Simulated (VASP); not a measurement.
# TiAl (P3m1) in VASP: notebook

Runs on TiAl. Level: PBE. Tasks: single point.

Everything below comes from runs of VASP 6.6.1. Logs are shortened: lines on timing, memory, paths and dates and some standing lists are left out, and cuts for length are marked.

### Step 1. The cell of the first run

Symmetry: P3m1, No. 156, trigonal system. The conventional cell has a = 2.953 Å, b = 2.953 Å, c = 4.765 Å, α = 90.00°, β = 90.00°, γ = 120.00°. Ti (site symmetry 3m) has 6 Al at 2.69 to 3.18 Å and 6 Ti at 2.95 Å within 3.6 Å. Within 3.6 Å of Al (site symmetry 3m) lie 6 Ti at 2.69 to 3.18 Å and 6 Al at 2.95 Å.

### Step 2. Single point, PBE (atoms displaced along a vibrational mode, the cell strained)

INCAR

```
SYSTEM = TiAl
ALGO = Fast
EDIFF = 1E-6
ENCUT = 520
GGA = PE
ISIF = 2
ISMEAR = 0
LASPH = .True.
LCHARG = .True.
LELF = .True.
LREAL = .False.
LVHAR = .True.
LWAVE = .False.
NBANDS = 14
NELM = 80
PREC = Accurate
SIGMA = 0.15
```

KPOINTS

```
k-points
0
Gamma
  18 18 10
  0 0 0
```

POSCAR

```
TiAl
1.0
    2.9531395050      0.0000000000      0.0000000000
   -1.4765697525      2.5574938323      0.0000000000
    0.0000000000      0.0000000000      4.7647975422
Ti Al
1 1
Direct
    0.0000000000      0.0000000000      0.0225539627
    0.3333333333      0.6666666667      0.4599878068
```

Potentials or basis: VASP PAW PBE potentials, release 64 (Ti_sv, Al).

Started as:

```
$ cat potpaw_PBE.64/Ti_sv/POTCAR potpaw_PBE.64/Al/POTCAR > POTCAR
$ mpirun -np 1 vasp_std > vasp.out
```

OUTCAR:

```text
SYSTEM = TiAl
   EDIFF = 1E-6
   ENCUT = 520
   GGA = PE
   ISIF = 2
   ISMEAR = 0
   LASPH = .True.
   LREAL = .False.
   NELM = 80
   PREC = Accurate

 ion  position               nearest neighbor table
   1  0.000  0.000  0.023-   2 2.69   2 2.69   2 2.69
   2  0.333  0.667  0.460-   1 2.69   1 2.69   1 2.69

  LATTYP: Found a hexagonal cell.
 ALAT       =     2.9531395050
 C/A-ratio  =     1.6134684915

  Lattice vectors:

 A1 = (   2.9531395050,   0.0000000000,   0.0000000000)
 A2 = (  -1.4765697525,   2.5574938323,   0.0000000000)
 A3 = (   0.0000000000,   0.0000000000,   4.7647975422)

Analysis of symmetry for initial positions (statically):
=====================================================================
 Subroutine PRICEL returns:
 Original cell was already a primitive cell.

 Routine SETGRP: Setting up the symmetry group for a
 hexagonal supercell.

 Subroutine GETGRP returns: Found  6 space group operations
 (whereof  6 operations were pure point group operations)
 out of a pool of 24 trial point group operations.

The static configuration has the point symmetry C_3v.

Analysis of symmetry for dynamics (positions and initial velocities):
=====================================================================
 Subroutine PRICEL returns:
 Original cell was already a primitive cell.

 Routine SETGRP: Setting up the symmetry group for a
 hexagonal supercell.

 Subroutine GETGRP returns: Found  6 space group operations
 (whereof  6 operations were pure point group operations)
 out of a pool of 24 trial point group operations.

The dynamic configuration has the point symmetry C_3v.

 Subroutine INISYM returns: Found  6 space group operations
 (whereof  6 operations are pure point group operations),
 and found     1 'primitive' translations

----------------------------------------------------------------------------------------

                                     Primitive cell

  volume of cell :      35.9868

  direct lattice vectors                    reciprocal lattice vectors
     2.953139505  0.000000000  0.000000000     0.338622675  0.195503893  0.000000000
    -1.476569753  2.557493832  0.000000000     0.000000000  0.391007786  0.000000000
     0.000000000  0.000000000  4.764797542     0.000000000  0.000000000  0.209872506

  length of vectors
     2.953139505  2.953139505  4.764797542     0.391007786  0.391007786  0.209872506

  position of ions in fractional coordinates (direct lattice)
     0.000000000  0.000000000  0.022553963
     0.333333333  0.666666667  0.459987807

  ion indices of the primitive-cell ions
   primitive index   ion index
                 1           1
                 2           2

----------------------------------------------------------------------------------------

 KPOINTS: k-points

Automatic generation of k-mesh.
 Grid dimensions read from file:
 generate k-points for:   18   18   10

 Generating k-lattice:

  Cartesian coordinates                     Fractional coordinates (reciprocal lattice)
     0.018812371  0.010861327  0.000000000     0.055555556 -0.000000000  0.000000000
     0.000000000  0.021722655  0.000000000     0.000000000  0.055555556  0.000000000
     0.000000000  0.000000000  0.020987251     0.000000000  0.000000000  0.100000000

  Length of vectors
     0.021722655  0.021722655  0.020987251

  Shift w.r.t. Gamma in fractional coordinates (k-lattice)
     0.000000000  0.000000000  0.000000000

 Subroutine IBZKPT returns following result:
 ===========================================

 Found    330 irreducible k-points:

 Following reciprocal coordinates:
            Coordinates               Weight
  0.000000  0.000000  0.000000      1.000000
  0.055556 -0.000000  0.000000      6.000000
  0.111111 -0.000000  0.000000      6.000000
  0.166667 -0.000000  0.000000      6.000000
  0.222222 -0.000000  0.000000      6.000000
  0.277778 -0.000000  0.000000      6.000000
[... 16 lines left out ...]
  0.333333  0.111111  0.000000     12.000000
  0.388889  0.111111  0.000000     12.000000
 [... further k-points ...]
   k-points           NKPTS =    330   k-points in BZ     NKDIM =    330   number of bands    NBANDS=     14
   number of dos      NEDOS =    301   number of ions     NIONS =      2
   total plane-waves  NPLWV =  20736
   dimension x,y,z NGX =    24 NGY =   24 NGZ =   36
   dimension x,y,z NGXF=    48 NGYF=   48 NGZF=   72
   ions per type =               1   1
   NGX,Y,Z   is equivalent  to a cutoff of  13.51, 13.51, 12.56 a.u.
   NGXF,Y,Z  is equivalent  to a cutoff of  27.02, 27.02, 25.12 a.u.
 SYSTEM =  TiAl
   PREC   = accura    normal or accurate (medium, high low for compatibility)
   ISTART =      0    job   : 0-new  1-cont  2-samecut
   ICHARG =      2    charge: 1-file 2-atom 10-const
   ISPIN  =      1    spin polarized calculation?
   LNONCOLLINEAR =      F non collinear calculations
   LSORBIT =      F    spin-orbit coupling
   LASPH  =      T    aspherical Exc in radial PAW
   ENCUT  =  520.0 eV  38.22 Ry    6.18 a.u.   5.49  5.49  8.86*2*pi/ulx,y,z
   NELM   =     80;   NELMIN=  2; NELMDL= -5     # of ELM steps
   EDIFF  = 0.1E-05   stopping-criterion for ELM
   LREAL  =      F    real-space projection
   EDIFFG = 0.1E-04   stopping-criterion for IOM
   NSW    =      0    number of steps for IOM
   IBRION =     -1    ionic relax: 0-MD 1-quasi-New 2-CG
   NFREE  =      0    steps in history (QN), initial steepest desc. (CG)
   ISIF   =      2    stress and relaxation
   ISYM   =      2    0-nonsym 1-usesym 2-fastsym
   POTIM  = 0.5000    time-step for ionic-motion
   TEBEG  =    0.0;   TEEND  =   0.0 temperature during run
   PSTRESS=    0.0 pullay stress
   NELECT =      15.0000    total number of electrons
   NUPDOWN=      -1.0000    fix difference up-down
   EMIN   =  10.00;   EMAX   =-10.00  energy-range for DOS
   EFERMI =   0.00;   METHOD = LEGACY
   ISMEAR =     0;   SIGMA  =   0.15  broadening in eV -4-tet -1-fermi 0-gaus
   EFERMI_NEDOS =   21; number of points for ismear=-14 and -15
   IALGO  =     68    algorithm
   IMIX   =      4    mixing-type and parameters
     AMIX     =   0.40;   BMIX     =  1.00
     AMIX_MAG =   1.60;   BMIX_MAG =  1.00
  volume/ion in A,a.u.               =      17.99       121.43
  Fermi-wavevector in a.u.,A,eV,Ry     =   1.222900  2.310946 20.347298  1.495484
  Thomas-Fermi vector in A             =   2.358030
   LORBIT       =      0    0 simple, 1 ext, 2 COOP (PROOUT), +10 PAW based schemes
   GGA     = PE    functional components
   LHFCALC =     F    Hartree Fock is set to
   AEXX    =    0.0000 exact exchange contribution
   IVDW    =     0    specifies the selected vdW correction
   LEPSILON=     F    determine dielectric tensor
   LRPA    =     F    only Hartree local field effects (RPA)
 non-spin polarized calculation
 RMM-DIIS sequential band-by-band and
 Gauss-broadening in eV      SIGMA  =   0.15
  energy-cutoff  :      520.00
  volume of cell :       35.99
 maximum number of plane-waves:       996
 NGX is ok and might be reduce to    24
   NGX = 11   NGY = 11   NGZ = 17

 number of electron      15.0000001 magnetization

 Free energy of the ion-electron system (eV)
  ---------------------------------------------------
  ext. energy  EPLUGINS =         0.00000000
  ---------------------------------------------------
  free energy    TOTEN  =       -11.78896843 eV

  energy without entropy =      -11.75655454  energy(sigma->0) =      -11.77276149

 E-fermi :   7.0719     XC(G=0): -10.5773

 val. band max:        7.0704822882   @ k =   0.3889   0.2222   0.4000
 cond. band min:       7.0722769031   @ k =   0.3333  -0.0000   0.5000
 fundamental gap:      0.0017946149
 Fermi energy:         7.0718696565

 k-point     1 :       0.0000    0.0000    0.0000
  band No.  band energies     occupation
      1     -49.5990      2.00000
      2     -25.9039      2.00000
      3     -25.5816      2.00000
      4     -25.5816      2.00000
      5      -1.4595      2.00000
      6       4.7486      2.00000
      7       5.6257      2.00000
      8       8.1956      0.00000
      9       8.1956      0.00000
     10       9.5102      0.00000
     11       9.5102      0.00000
     12      10.6947      0.00000
     13      19.2199      0.00000
     14      19.2200      0.00000

 k-point     2 :       0.0556   -0.0000    0.0000
  band No.  band energies     occupation
      1     -49.5970      2.00000
      2     -25.9019      2.00000
      3     -25.5950      2.00000
      4     -25.5847      2.00000
      5      -1.3875      2.00000
      6       4.8198      2.00000
      7       5.6387      2.00000
      8       8.1276      0.00000
      9       8.2513      0.00000
     10       9.4909      0.00000
     11       9.5288      0.00000
     12      10.7117      0.00000
     13      17.9766      0.00000
     14      18.4731      0.00000

 k-point     3 :       0.1111   -0.0000    0.0000
  band No.  band energies     occupation
      1     -49.5913      2.00000
      2     -25.8959      2.00000
      3     -25.6337      2.00000
      4     -25.5935      2.00000
      5      -1.1726      2.00000
      6       5.0192      2.00000
      7       5.6817      2.00000
      8       7.9399      0.00000
      9       8.4147      0.00000
     10       9.4362      0.00000
     11       9.5857      0.00000
     12      10.7609      0.00000
     13      16.2706      0.00000
     14      17.5972      0.00000
[... 324 lines left out ...]
 k-point    23 :       0.3333    0.1111    0.0000
  band No.  band energies     occupation
      1     -49.5379      2.00000
      2     -25.9572      2.00000
      3     -25.8403      2.00000
      4     -25.7005      2.00000
      5       2.0529      2.00000
      6       5.5256      2.00000
      7       6.0820      2.00000
      8       6.6846      1.99974
      9       8.5664      0.00000
     10       9.6207      0.00000
     11      10.7703      0.00000
     12      11.2292      0.00000
     13      12.0249      0.00000
     14      12.9756      0.00000

 k-point    24 :       0.3889    0.1111    0.0000
  band No.  band energies     occupation
      1     -49.5324      2.00000
      2     -25.9890      2.00000
      3     -25.8347      2.00000
      4     -25.7117      2.00000
      5       2.9602      2.00000
      6       4.9028      2.00000
      7       6.0542      2.00000
      8       6.4048      2.00000
      9       8.4618      0.00000
     10       9.8528      0.00000
     11      10.7485      0.00000
     12      11.5432      0.00000
     13      12.2911      0.00000
     14      12.9357      0.00000

 [... further k-points ...]

------------------------ aborting loop because EDIFF is reached ----------------------------------------

  FORCE on cell =-STRESS in cart. coord.  units (eV):
  Direction    XX          YY          ZZ          XY          YZ          ZX
  --------------------------------------------------------------------------------------
  -------------------------------------------------------------------------------------
  Total       -0.9480685     -0.9480685     -0.3977359      0.0000000      0.0000000      0.0000000
  in kB      -42.2092173    -42.2092173    -17.7077098      0.0000000      0.0000000      0.0000000
  external PRESSURE =     -34.0420482 kB  Pullay stress =       0.0000000 kB

 VOLUME and BASIS-vectors are now :
 -----------------------------------------------------------------------------
  energy-cutoff  :      520.00
  volume of cell :       35.99
      direct lattice vectors                 reciprocal lattice vectors
     2.953139505  0.000000000  0.000000000     0.338622675  0.195503893  0.000000000
    -1.476569753  2.557493832  0.000000000     0.000000000  0.391007786  0.000000000
     0.000000000  0.000000000  4.764797542     0.000000000  0.000000000  0.209872506

 POSITION                                       TOTAL-FORCE (eV/Angst)
 -----------------------------------------------------------------------------------
      0.00000      0.00000      0.10747        -0.000000     -0.000000     -1.752364
     -0.00000      1.70500      2.19175         0.000000      0.000000      1.752364
 -----------------------------------------------------------------------------------
    total drift:                                0.000000     -0.000000     -0.002242

  FREE ENERGIE OF THE ION-ELECTRON SYSTEM (eV)
  ---------------------------------------------------
  free  energy   TOTEN  =       -11.7889684342 eV

  energy  without entropy=      -11.7565545443  energy(sigma->0) =      -11.77276149
```

It took 4.4 min on 1 thread of Intel Xeon 6975P-C, shared host; peak memory 0.3 GiB.

What came out:

```
Free energy            : -11.7890 eV
Pressure               : -3.4 GPa
Largest force          : 1.752 eV/Å
Band gap on the k mesh : zero (an odd number of electrons rules out a gap without spin polarisation)
```

Forces in eV/Å, atoms in the order of the input:
```
Ti   0.000  0.000 -1.752
Al   0.000  0.000  1.752
```

Stress tensor (GPa, compression positive):
```
-4.22  0.00  0.00
 0.00 -4.22  0.00
 0.00  0.00 -1.77
```

Caveat: the cell differs from its parent crystal (atoms displaced along a vibrational mode, the cell strained); the cell stands under tension; forces of over 1 eV/Å act on the atoms, so gaps and moduli don't describe the material at rest.

### Step 3. Single point, PBE (atoms displaced along a vibrational mode, the cell strained)

INCAR

```
PREC = Accurate
ENCUT = 520
EDIFF = 1E-7
ISMEAR = 0
SIGMA = 0.15
LREAL = False
LASPH = True
NELM = 100
ALGO = Fast
ISIF = 2
LWAVE = False
LCHARG = False
GGA = PE
NBANDS = 14
```

KPOINTS

```
regular mesh
0
Gamma
  18 18 10
```

POSCAR

```
TiAl
1.0
    2.9531395050      0.0000000000      0.0000000000
   -1.4765697525      2.5574938323      0.0000000000
    0.0000000000      0.0000000000      4.7647975422
Ti Al
1 1
Direct
    0.0000000000      0.0000000000      0.0150359751
    0.3333333333      0.6666666667      0.4733252045
```

Potentials or basis: VASP PAW PBE potentials, release 64 (Ti_sv, Al).

Started as:

```
$ cat potpaw_PBE.64/Ti_sv/POTCAR potpaw_PBE.64/Al/POTCAR > POTCAR
$ mpirun -np 1 vasp_std > vasp.out
```

Run time: 5.4 min. Hardware: 1 thread of Intel Xeon 6975P-C, shared host; peak memory 0.3 GiB.

Results (log left out):

| Quantity | Value |
| --- | --- |
| Free energy | -11.9310 eV |
| Pressure | -5.3 GPa |
| Largest force | 1.119 eV/Å |
| Band gap on the k mesh | zero (an odd number of electrons rules out a gap without spin polarisation) |

Forces in eV/Å, atoms in the order of the input:
```
Ti   0.000  0.000 -1.119
Al   0.000  0.000  1.119
```

Stress tensor (GPa, compression positive):
```
-5.44  0.00  0.00
 0.00 -5.44  0.00
 0.00  0.00 -4.97
```

Levels at points of the mesh, in eV from the Fermi level:
```
           k point  band 4  band 5  band 6  band 7  band 8  band 9  band 10  band 11  band 12  band 13
(0.00, 0.00, 0.00)  -32.67   -8.54   -2.25   -1.58    1.15    1.15     2.46     2.46     3.63    12.11
(0.50, 0.00, 0.00)  -32.77   -3.55   -2.91   -1.24   -0.87    1.86     3.52     3.71     4.04     4.92
(0.00, 0.00, 0.50)  -32.67   -7.71   -5.03   -0.31    1.16    1.16     2.39     2.39     6.61    10.30
(0.50, 0.00, 0.50)  -32.77   -3.51   -2.42   -1.60    0.43    0.96     1.67     2.72     3.52     5.95
```

Caveat: the cell differs from its parent crystal (atoms displaced along a vibrational mode, the cell strained); the cell stands under tension; forces of over 1 eV/Å act on the atoms, so gaps and moduli don't describe the material at rest.
